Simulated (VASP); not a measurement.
Here is a VASP 6.6.1 calculation.

Contents of INCAR:

```
PREC = Accurate
ENCUT = 520
EDIFF = 1E-7
ISMEAR = 0
SIGMA = 0.15
LREAL = F
LASPH = T
NELM = 80
ALGO = Fast
ISIF = 2
LWAVE = F
LCHARG = F
GGA = PE
IVDW = 12
NBANDS = 10
```

The input KPOINTS:

```
Automatic mesh
0
Gamma
  16 16 12
```

POSCAR

```
Li
1.0
    0.0000000000     -2.0886081792     -2.0886081792
    0.0000000000      2.0886081792     -2.0886081792
    4.1772163584      0.0000000000      0.0000000000
Li
2
Direct
    0.5203484792      0.4796515208      0.5000000000
   -0.0203484792      0.0203484792      0.0000000000
```

Potentials or basis: VASP PAW PBE potentials, release 64 (Li_sv).

Run with:

```sh
$ cat potpaw_PBE.64/Li_sv/POTCAR > POTCAR
$ mpirun -np 1 vasp_std > vasp.out
```

(1) What does it give for the band gap on the k mesh?

(2) Predict the largest force.

(3) Predict the dispersion energy per atom.

## Answers

(1) zero (bands 3 and 4 overlap by 5.78 eV).

(2) 0.141 eV/Å.

(3) -0.188 eV.

Caveat: the cell differs from its parent crystal (atoms displaced along a vibrational mode).
